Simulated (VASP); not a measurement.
# Pt (P6_3/mmc) in VASP: a series of runs, part 2 of 2

VASP 6.6.1. The steps go on from the part before.

**4. Single point, PBEsol**

This run uses another cell than the first one, of 14.44 Å³/atom.

Contents of INCAR:

```
PREC = Accurate ; ENCUT = 520
EDIFF = 1E-6 ; ISMEAR = 0
SIGMA = 0.15 ; LREAL = F
LASPH = T ; NELM = 80
ALGO = Normal ; ISIF = 2
LWAVE = F ; LCHARG = T
GGA = PS ; LELF = T
LVHAR = T ; NBANDS = 17
```

Contents of KPOINTS:

```
regular mesh
0
Gamma
  18 18 10
```

Contents of POSCAR:

```
Pt
1.0
    2.6616000000      0.0000000000      0.0000000000
   -1.3308000000      2.3050132147      0.0000000000
    0.0000000000      0.0000000000      4.7069219539
Pt
2
Direct
    0.6666666667      0.3333333333      0.7500000000
    0.3333333333      0.6666666667      0.2500000000
```

Potentials or basis: VASP PAW PBE potentials, release 64 (Pt).

On the command line:

```
cat potpaw_PBE.64/Pt/POTCAR > POTCAR
mpirun -np 1 vasp_std > vasp.out
```

OUTCAR:

```text
PREC = Accurate
   ENCUT = 520
   EDIFF = 1E-6
   ISMEAR = 0
   LREAL = F
   LASPH = T
   NELM = 80
   ISIF = 2
   GGA = PS

 ion  position               nearest neighbor table
   1  0.667  0.333  0.750-   2 2.81   2 2.81   2 2.81   2 2.81   2 2.81   2 2.81
   2  0.333  0.667  0.250-   1 2.81   1 2.81   1 2.81   1 2.81   1 2.81   1 2.81

  LATTYP: Found a hexagonal cell.
 ALAT       =     2.6616000000
 C/A-ratio  =     1.7684557987

  Lattice vectors:

 A1 = (   2.6616000000,   0.0000000000,   0.0000000000)
 A2 = (  -1.3308000000,   2.3050132147,   0.0000000000)
 A3 = (   0.0000000000,   0.0000000000,   4.7069219539)

Analysis of symmetry for initial positions (statically):
=====================================================================
 Subroutine PRICEL returns:
 Original cell was already a primitive cell.

 Routine SETGRP: Setting up the symmetry group for a
 hexagonal supercell.

 Subroutine GETGRP returns: Found 24 space group operations
 (whereof 12 operations were pure point group operations)
 out of a pool of 24 trial point group operations.

The static configuration has the point symmetry D_3d.
 The point group associated with its full space group is D_6h.

Analysis of symmetry for dynamics (positions and initial velocities):
=====================================================================
 Subroutine PRICEL returns:
 Original cell was already a primitive cell.

 Routine SETGRP: Setting up the symmetry group for a
 hexagonal supercell.

 Subroutine GETGRP returns: Found 24 space group operations
 (whereof 12 operations were pure point group operations)
 out of a pool of 24 trial point group operations.

[... 107 lines left out ...]
   ISIF   =      2    stress and relaxation
   ISYM   =      2    0-nonsym 1-usesym 2-fastsym
   POTIM  = 0.5000    time-step for ionic-motion
   TEBEG  =    0.0;   TEEND  =   0.0 temperature during run
   PSTRESS=    0.0 pullay stress
   NELECT =      20.0000    total number of electrons
   NUPDOWN=      -1.0000    fix difference up-down
   EMIN   =  10.00;   EMAX   =-10.00  energy-range for DOS
   EFERMI =   0.00;   METHOD = LEGACY
   ISMEAR =     0;   SIGMA  =   0.15  broadening in eV -4-tet -1-fermi 0-gaus
   EFERMI_NEDOS =   21; number of points for ismear=-14 and -15
   IALGO  =     38    algorithm
   IMIX   =      4    mixing-type and parameters
     AMIX     =   0.40;   BMIX     =  1.00
     AMIX_MAG =   1.60;   BMIX_MAG =  1.00
  volume/ion in A,a.u.               =      14.44        97.44
  Fermi-wavevector in a.u.,A,eV,Ry     =   1.448440  2.737154 28.544719  2.097978
  Thomas-Fermi vector in A             =   2.566280
   LORBIT       =      0    0 simple, 1 ext, 2 COOP (PROOUT), +10 PAW based schemes
   GGA     = PS    functional components
   LHFCALC =     F    Hartree Fock is set to
   AEXX    =    0.0000 exact exchange contribution
   IVDW    =     0    specifies the selected vdW correction
   LEPSILON=     F    determine dielectric tensor
   LRPA    =     F    only Hartree local field effects (RPA)
 non-spin polarized calculation
 Gauss-broadening in eV      SIGMA  =   0.15
  energy-cutoff  :      520.00
  volume of cell :       28.88
 maximum number of plane-waves:       807
 NGX is ok and might be reduce to    20
   NGX =  9   NGY =  9   NGZ = 17

 number of electron      20.0000002 magnetization

 Free energy of the ion-electron system (eV)
  ---------------------------------------------------
  ext. energy  EPLUGINS =         0.00000000
  ---------------------------------------------------
  free energy    TOTEN  =       -13.74190774 eV

  energy without entropy =      -13.70783201  energy(sigma->0) =      -13.72486987

 E-fermi :  11.9136     XC(G=0): -13.8791

 val. band max:       11.9123358047   @ k =   0.3333   0.1667   0.5000
 cond. band min:      11.9162444793   @ k =   0.2778   0.1111   0.4000
 fundamental gap:      0.0039086747
 Fermi energy:        11.9135672609

 k-point     1 :       0.0000    0.0000    0.0000
  band No.  band energies     occupation
      1       1.1518      2.00000
      2       3.8196      2.00000
      3       7.2074      2.00000
      4       7.9423      2.00000
      5       7.9423      2.00000
      6       8.3380      2.00000
[... 457 lines left out ...]
      4       7.8987      2.00000
      5       8.1578      2.00000
      6       8.3167      2.00000
[... 9 lines left out ...]
     16      24.9333      0.00000
     17      26.0241      0.00000

 [... further k-points ...]
[... 5 lines left out ...]
  --------------------------------------------------------------------------------------
  -------------------------------------------------------------------------------------
  Total        3.4290549      3.4290549      1.6585294     -0.0000000      0.0000000      0.0000000
  in kB      190.2531345    190.2531345     92.0196449     -0.0000000      0.0000000      0.0000000
  external PRESSURE =     157.5086379 kB  Pullay stress =       0.0000000 kB

 VOLUME and BASIS-vectors are now :
 -----------------------------------------------------------------------------
  energy-cutoff  :      520.00
  volume of cell :       28.88
      direct lattice vectors                 reciprocal lattice vectors
     2.661600000  0.000000000  0.000000000     0.375713856  0.216918496  0.000000000
    -1.330800000  2.305013215  0.000000000     0.000000000  0.433836992  0.000000000
     0.000000000  0.000000000  4.706921954     0.000000000  0.000000000  0.212453066

 POSITION                                       TOTAL-FORCE (eV/Angst)
 -----------------------------------------------------------------------------------
      1.33080      0.76834      3.53019        -0.000000     -0.000000      0.000000
     -0.00000      1.53668      1.17673         0.000000      0.000000      0.000000
 -----------------------------------------------------------------------------------
    total drift:                               -0.000000      0.000000     -0.000000

  FREE ENERGIE OF THE ION-ELECTRON SYSTEM (eV)
  ---------------------------------------------------
  free  energy   TOTEN  =       -13.7419077374 eV

  energy  without entropy=      -13.7078320100  energy(sigma->0) =      -13.72486987
```

It took 35 s on 1 thread of Intel Xeon 6975P-C (Granite Rapids), shared host; peak memory 0.21 GiB.

What came out:

| Item | Value |
| --- | --- |
| Free energy | -13.7419 eV |
| Pressure | 15.8 GPa |
| Band gap on the k mesh | zero (bands 10 and 11 overlap by 1.55 eV) |

Stress tensor (GPa, compression positive):
```
19.03  0.00  0.00
 0.00 19.03  0.00
 0.00  0.00  9.20
```

Caveat: the cell stands under pressure; the PAW data sets were made with another functional, which shifts forces and pressure a little; spin-orbit coupling is left out, which moves the levels of the heavy elements.

**5. Summary**

```csv
cell,gap on the mesh (eV),pressure (GPa)
"a = 2.662, b = 2.662, c = 4.628 Å, angles 90.0, 90.0, 120.0°, 2 atoms",none,21.4
"a = 2.598, b = 2.598, c = 4.864 Å, angles 90.0, 90.0, 120.0°, 2 atoms",none,26.4
"a = 2.662, b = 2.662, c = 4.707 Å, angles 90.0, 90.0, 120.0°, 2 atoms",none,15.8
```

Alike in all rows: task single point; level PBEsol; potentials or basis VASP PAW PBE potentials, release 64 (Pt); no spin polarisation; k mesh 18 × 18 × 10; cutoff (eV) 520; smearing gaussian 0.15 eV.

Caveats: the cell stands under pressure; the PAW data sets were made with another functional, which shifts forces and pressure a little; spin-orbit coupling is left out, which moves the levels of the heavy elements.

Total energies depend on the potentials used, so only differences within one code and one set of settings carry meaning.
